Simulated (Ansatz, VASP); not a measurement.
Two plane-wave programs on SnSe

The input INCAR:

```
SYSTEM = SnSe
PREC     = Accurate       ! precision mode
ENCUT    = 520            ! plane-wave cutoff, eV
EDIFF    = 1E-6           ! SCF threshold, eV
ISMEAR   = -1             ! smearing method
SIGMA    = 0.02           ! smearing width, eV
LREAL    = .False.        ! projectors in reciprocal space
LASPH    = .True.         ! aspherical terms in the spheres
NELM     = 100            ! most SCF steps
ALGO     = Normal         ! electronic algorithm
ISIF     = 2              ! what is computed and relaxed
LWAVE    = .False.        ! write WAVECAR
LCHARG   = .False.        ! write CHGCAR
GGA      = PE             ! functional
NBANDS   = 50             ! bands
```

Contents of KPOINTS:

```
regular mesh
0
Gamma
  2 6 6
  0 0 0
```

POSCAR

```
SnSe
1.0
   11.7392579279      0.0000000000      0.0000000000
    0.0000000000      4.1294738267      0.0000000000
    0.0000000000      0.0000000000      4.5474405905
Sn Se
4 4
Direct
    0.6207833270      0.7500000000      0.3892272640
    0.8792166730      0.2500000000      0.8892272640
    0.3792166730      0.2500000000      0.6107727360
    0.1207833270      0.7500000000      0.1107727360
    0.1480463256      0.2500000000      0.5120129752
    0.6480463256      0.2500000000      0.9879870248
    0.3519536744      0.7500000000      0.0120129752
    0.8519536744      0.7500000000      0.4879870248
```

Input for Ansatz:

```yaml
crystal:
  lattice:
    - [11.7392579279, 0.0, 0.0]
    - [0.0, 4.1294738267, 0.0]
    - [0.0, 0.0, 4.5474405905]
  atoms:
    - { symbol: Sn, position: [0.620783327, 0.75, 0.389227264] }
    - { symbol: Sn, position: [0.879216673, 0.25, 0.889227264] }
    - { symbol: Sn, position: [0.379216673, 0.25, 0.610772736] }
    - { symbol: Sn, position: [0.120783327, 0.75, 0.110772736] }
    - { symbol: Se, position: [0.1480463256, 0.25, 0.5120129752] }
    - { symbol: Se, position: [0.6480463256, 0.25, 0.9879870248] }
    - { symbol: Se, position: [0.3519536744, 0.75, 0.0120129752] }
    - { symbol: Se, position: [0.8519536744, 0.75, 0.4879870248] }
kpoints:
  mp_grid: { grid: [2, 6, 6] }
  band_path:
    path:
      - [0.0, 0.0, 0.0]
      - [0.5, 0.0, 0.0]
      - [0.5, 0.5, 0.0]
      - [0.0, 0.5, 0.0]
      - [0.0, 0.0, 0.5]
      - [0.5, 0.0, 0.5]
      - [0.5, 0.5, 0.5]
      - [0.0, 0.5, 0.5]
      - [0.0, 0.3333333333, 0.0]
      - [0.0, 0.0, 0.330729]
      - [0.0, 0.33724, 0.0]
    npoints: 1
hamiltonian:
  xc: pbe
scf:
  occupations: { method: fermi_dirac, width: 0.02 }
  n_extra_bands: 6
output:
  forces: true
  stress: true
  eigenvalues: true
```

Change from the starting cell: uniaxial_z strain -3.0%.

Alike in both runs: task single point; functional PBE; k mesh 2 × 6 × 6; occupations fermi-dirac, width 0.02 eV; no spin polarisation.

```csv
,VASP,Ansatz
version,VASP 6.6.1,Ansatz 0.2.0
potentials or method,"VASP PAW PBE potentials, release 64 (Sn_d, Se)","plane waves, PAW"
plane-wave cutoff (eV),520,420
valence electrons in the cell,80,120
```

```csv
,VASP,Ansatz,Ansatz less VASP
pressure (GPa),1.9,1.9,-0.03
"traceless stress, the component that is largest in VASP (GPa)",0.33,0.33,+0.004
rms of the force components (eV/Å),0.137,0.128,-0.0094
```

Atom by atom the forces differ by 0.010 eV/Å (rms over components). VASP's potentials hold 80 valence electrons a cell and Ansatz's 120, so a difference there can come from the potentials and not from the codes.
